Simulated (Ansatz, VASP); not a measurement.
## ZnF2 in VASP and in Ansatz

INCAR

```
SYSTEM = ZnF2
  PREC = Accurate
  ENCUT = 600
  EDIFF = 1E-6
  ISMEAR = 0
  SIGMA = 0.01
  LREAL = .FALSE.
  LASPH = .TRUE.
  NELM = 120
  ALGO = Normal
  ISIF = 2
  LWAVE = .FALSE.
  LCHARG = .FALSE.
  NBANDS = 35
  GGA_COMPAT = .FALSE.
```

KPOINTS

```
regular mesh
0
G
  6 6 8
  0 0 0
```

POSCAR

```
ZnF2
1.0
    4.7033647461      0.0000000000      0.0000000000
    0.0000000000      4.7033647461      0.0000000000
    0.0000000000      0.0000000000      3.1267863742
Zn F
2 4
Direct
    0.0000000000      0.0000000000      0.0000000000
    0.5000000000      0.5000000000      0.5000000000
    0.3031901712      0.3031901712      0.0000000000
    0.1968098288      0.8031901712      0.5000000000
    0.8031901712      0.1968098288      0.5000000000
    0.6968098288      0.6968098288      0.0000000000
```

Input for Ansatz:

```yaml
crystal:
  lattice:
    - [4.7033647461, 0.0, 0.0]
    - [0.0, 4.7033647461, 0.0]
    - [0.0, 0.0, 3.1267863742]
  atoms:
    - { symbol: Zn, position: [0.0, 0.0, 0.0] }
    - { symbol: Zn, position: [0.5, 0.5, 0.5] }
    - { symbol: F, position: [0.3031901712, 0.3031901712, 0.0] }
    - { symbol: F, position: [0.1968098288, 0.8031901712, 0.5] }
    - { symbol: F, position: [0.8031901712, 0.1968098288, 0.5] }
    - { symbol: F, position: [0.6968098288, 0.6968098288, 0.0] }
kpoints:
  mp_grid: { grid: [6, 6, 8] }
  band_path:
    path:
      - [0.0, 0.0, 0.0]
      - [0.0, 0.5, 0.0]
      - [0.5, 0.5, 0.0]
      - [0.0, 0.0, 0.5]
      - [0.0, 0.5, 0.5]
      - [0.5, 0.5, 0.5]
    npoints: 1
hamiltonian:
  xc: lda
scf:
  occupations: { method: fixed }
  n_extra_bands: 5
output:
  forces: true
  stress: true
  eigenvalues: true
  write_density: true
  write_potential: true
  elf: true
  volumetric_format: npy
```

Alike in both runs: task single point; functional LDA; k mesh 6 × 6 × 8; no spin polarisation.

|  | VASP | Ansatz |
| --- | --- | --- |
| version | VASP 6.6.1 | Ansatz 0.2.0 |
| potentials or method | VASP PAW LDA potentials, release 64 (Zn, F) | plane waves, PAW |
| plane-wave cutoff (eV) | 600 | 420 |
| occupations | gaussian, width 0.01 eV | fixed |
| valence electrons in the cell | 52 | 52 |

Ansatz gave:

```
gap on the k mesh at the Fermi level (eV)                     : 3.37
pressure (GPa)                                                : -5.3
traceless stress, the component that is largest in VASP (GPa) : -0.53
rms of the force components (eV/Å)                            : 0.034
```

Task: What did VASP give for the same quantities?

Result: gap on the k mesh at the Fermi level (eV): 3.33; pressure (GPa): -4.7; traceless stress, the component that is largest in VASP (GPa): -0.33; rms of the force components (eV/Å): 0.028.

LDA's correlation is that of Perdew and Zunger in VASP and of Perdew and Wang (1992) in Ansatz. Atom by atom the forces differ by 0.006 eV/Å (rms over components).
